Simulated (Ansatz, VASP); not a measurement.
## BaHfO3: VASP beside Ansatz

The input INCAR:

```
  ALGO = Normal
  EDIFF = 1E-7
  ENCUT = 520
  GGA = PE
  ISIF = 2
  ISMEAR = -1
  LASPH = True
  LCHARG = True
  LELF = True
  LREAL = False
  LVHAR = True
  LWAVE = False
  NBANDS = 27
  NELM = 100
  PREC = Accurate
  SIGMA = 0.02
```

File KPOINTS:

```
k-points
0
Gamma
  6 6 6
```

The input POSCAR:

```
BaHfO3
1.0
    4.1770472613      0.0000000000      0.0000000000
    0.0000000000      4.1770472613      0.0000000000
    0.0000000000      0.0000000000      4.1770577258
Ba Hf O
1 1 3
Direct
    0.5000000000      0.5000000000      0.5719993980
    0.0000000000      0.0000000000      0.0719993980
    0.0000000000      0.5000000000      0.0719993980
    0.5000000000      0.0000000000      0.0719993980
    0.0000000000      0.0000000000      0.5719993980
```

Input for Ansatz:

```yaml
crystal:
  lattice:
    - [4.1770472613, 0.0, 0.0]
    - [0.0, 4.1770472613, 0.0]
    - [0.0, 0.0, 4.1770577258]
  atoms:
    - { symbol: Ba, position: [0.5, 0.5, 0.571999398] }
    - { symbol: Hf, position: [0.0, 0.0, 0.071999398] }
    - { symbol: O, position: [0.0, 0.5, 0.071999398] }
    - { symbol: O, position: [0.5, 0.0, 0.071999398] }
    - { symbol: O, position: [0.0, 0.0, 0.571999398] }
kpoints:
  mp_grid: { grid: [6, 6, 6] }
  band_path:
    path:
      - [[0.0, 0.0, 0.0], [-1.070158631175e-50, 0.4999995824575, 0.0], [0.4999995824575, 0.4999995824575, 0.0], [0.0, 0.0, 0.0], [0.4999995824575, 0.4999995824575, 0.500000835085], [-1.070158631175e-50, 0.4999995824575, 0.0]]
      - [[0.4999995824575, 0.4999995824575, 0.500000835085], [0.4999995824575, 0.4999995824575, 0.0]]
    npoints: 10
hamiltonian:
  xc: pbe
scf:
  occupations: { method: fermi_dirac, width: 0.02 }
  n_extra_bands: 5
output:
  forces: true
  stress: true
  eigenvalues: true
  write_density: true
  write_potential: true
  elf: true
  volumetric_format: npy
```

Alike in both runs: task single point; functional PBE; k mesh 6 × 6 × 6; occupations fermi-dirac, width 0.02 eV; no spin polarisation.

|  | VASP | Ansatz |
| --- | --- | --- |
| version | VASP 6.6.1 | Ansatz 0.2.0 |
| potentials or method | VASP PAW PBE potentials, release 64 (Ba_sv, Hf_pv, O) | plane waves, PAW |
| plane-wave cutoff (eV) | 520 | 420 |
| valence electrons in the cell | 38 | 54 |

```csv
,VASP,Ansatz,Ansatz less VASP
gap on the k mesh at the Fermi level (eV),3.58,3.66,+0.089
pressure (GPa),2.8,3.4,+0.54
```

VASP's potentials hold 38 valence electrons a cell and Ansatz's 54, so a difference there can come from the potentials and not from the codes. Ansatz's warnings: structure snapped to symmetry.

Neither program's run includes spin-orbit coupling.
